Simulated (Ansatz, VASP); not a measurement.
# ZrB: VASP beside Ansatz

The input INCAR:

```
SYSTEM = ZrB
ALGO     = Normal         ! electronic algorithm
EDIFF    = 1E-7           ! SCF threshold, eV
ENCUT    = 520            ! plane-wave cutoff, eV
GGA      = CA             ! functional
ISIF     = 2              ! what is computed and relaxed
ISMEAR   = 0              ! smearing method
LASPH    = .True.         ! aspherical terms in the spheres
LCHARG   = .False.        ! write CHGCAR
LREAL    = .False.        ! projectors in reciprocal space
LWAVE    = .False.        ! write WAVECAR
NBANDS   = 14             ! bands
NELM     = 80             ! most SCF steps
PREC     = Accurate       ! precision mode
SIGMA    = 0.15           ! smearing width, eV
```

Contents of KPOINTS:

```
k-points
0
Gamma
  16 16 16
  0 0 0
```

File POSCAR:

```
ZrB
1.0
    0.0000000000      2.4153850465      2.3267404153
    2.5844619998      0.0000000000      2.3267404153
    2.5844619998      2.4153850465      0.0000000000
Zr B
1 1
Direct
    0.0000000000      0.0000000000      0.0000000000
    0.5000000000      0.5000000000      0.5000000000
```

Input for Ansatz:

```yaml
crystal:
  lattice:
    - [0.0, 2.4153850465, 2.3267404153]
    - [2.5844619998, 0.0, 2.3267404153]
    - [2.5844619998, 2.4153850465, 0.0]
  atoms:
    - { symbol: Zr, position: [0.0, 0.0, 0.0] }
    - { symbol: B, position: [0.5, 0.5, 0.5] }
basis:
  ecutwfc: 520.0
kpoints:
  mp_grid: { grid: [16, 16, 16] }
hamiltonian:
  xc: lda
scf:
  occupations: { method: gaussian, width: 0.15 }
output:
  forces: true
  stress: true
  eigenvalues: true
```

Change from the starting cell: normal strain along x +0.0700, normal strain along z -0.0367.

Alike in both runs: task single point; functional LDA; k mesh 16 × 16 × 16; occupations gaussian, width 0.15 eV; no spin polarisation.

```csv
,VASP,Ansatz
version,VASP 6.6.1,Ansatz 0.2.0
potentials or method,"VASP PAW LDA potentials, release 64 (Zr_sv, B), cutoff 520 eV","scalar-relativistic, plane waves, PAW"
valence electrons in the cell,15,15
```

VASP gave:

| Quantity | Value |
| --- | --- |
| gap on the k mesh at the Fermi level (eV) | none |
| pressure (GPa) | -2.5 |
| traceless stress, the component that is largest in VASP (GPa) | -16.29 |

Problem. Which values does Ansatz return?

Solution. gap on the k mesh at the Fermi level (eV): none; pressure (GPa): -2.8; traceless stress, the component that is largest in VASP (GPa): -16.19.

LDA's correlation is that of Perdew and Zunger in VASP and of Perdew and Wang (1992) in Ansatz. A gap of «none» marks a metal or a gap that the smearing closes.
